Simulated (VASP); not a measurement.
Runs of VASP 6.6.1 on GaN. The structure is that of space group F-43m (No. 216), or close to it. The cells are those of the table. 

```csv
task,cell,cutoff (eV),gap on the mesh (eV),pressure (GPa)
single point,"a = 3.175 Å, angles 60.0°, 2 atoms",520,2.19,2.1
single point,"a = 3.170 Å, angles 60.0°, 2 atoms",520,(b),3.1
single point,"a = 3.160 Å, angles 60.0°, 2 atoms",520,(a),5.2
relaxation of cell and atoms,"relaxed to 2 GPa from a = 3.180 Å, angles 60.0°, 2 atoms",600,2.19,2.0
single point,"a = 3.146 Å, angles 60.0°, 2 atoms",520,2.38,8.1
relaxation of cell and atoms,"relaxed to 1 GPa from a = 3.180 Å, angles 60.0°, 2 atoms",600,2.15,1.0
relaxation of cell and atoms,"relaxed to 10 GPa from a = 3.180 Å, angles 60.0°, 2 atoms",600,2.43,10.0
single point,"a = 3.132 Å, angles 60.0°, 2 atoms",520,2.47,11.2
```

Alike in all rows: level r2SCAN; potentials or basis VASP PAW PBE potentials, release 64 (Ga_d, N); no spin polarisation; k mesh 10 × 10 × 10; smearing gaussian 0.01 eV.

Q: Fill in the values left out.

A: (a) 2.29; (b) 2.23.

Caveats: the PAW data sets were made with another functional, which shifts forces and pressure a little; the cell stands under pressure (at least some runs); the cell is relaxed towards a set pressure, so the run minimises the enthalpy, not the energy (at least some runs).

A k mesh can miss the band edges, and the runs leave out spin-orbit coupling on Ga.
